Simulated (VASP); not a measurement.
Re: electric field gradients with PBE

The system is Re.

```
Re
1.0
     2.60290    0.00000    0.00000
    -1.30145    2.25418    0.00000
     0.00000    0.00000    4.03714
Re
2
Direct
  0.33333 0.66667 0.25000
  0.66667 0.33333 0.75000
```

This cell differs from its parent crystal: zz strain of -3 %.

```yaml
Program: VASP 6.6.1
Task: electric field gradients
Functional: PBE
Potentials_or_basis: VASP PAW PBE potentials, release 64 (Re)
Cutoff: 520 eV
k_mesh: 14 × 14 × 8
Occupations: fermi-dirac, width 0.05 eV
Spin: no spin polarisation
Dipole_correction: no
Further_INCAR_settings: ALGO = Normal; EDIFF = 1e-08; NBANDS = 14
```

```json
{"Pressure": "144.0 GPa", "Band gap on the k mesh": "zero (band 7 reaches 12.79 eV, above the bottom of band 8 at 8.14 eV)"}
```

Stress tensor (GPa, compression positive):
```
132.41   0.00   0.00
  0.00 132.41   0.00
  0.00   0.00 167.29
```

Levels at points of the mesh, in eV from the Fermi level:
```
           k point  band 5  band 6  band 7  band 8  band 9  band 10
(0.00, 0.00, 0.00)   -1.57   -1.02   -1.02   -0.31   -0.31     1.99
(0.50, 0.00, 0.00)   -1.76   -1.18   -0.28    5.01    5.94     6.43
(0.00, 0.00, 0.50)   -2.66   -2.66   -2.65   -2.65    3.55     3.55
(0.50, 0.00, 0.50)    0.23    0.23    1.63    1.63    5.55     5.55
```

Electric field gradients, principal values (V/Å²):
```tsv
atom	least	middle	greatest (by size)
1 Re	88.060	88.061	-176.121
2 Re	88.060	88.061	-176.121
```

Run time: 50 s on 1 thread of Intel(R) Xeon(R) Platinum 8488C (Sapphire Rapids), on a shared host, peak memory 0.15 GiB.

Caveat: the cell differs from its parent crystal (zz strain of -3 %); without QUAD_EFG the Cq values of the log hold for a quadrupole moment of 1 mb, not for the nuclei; spin-orbit coupling is left out, which moves the levels of the heavy elements.
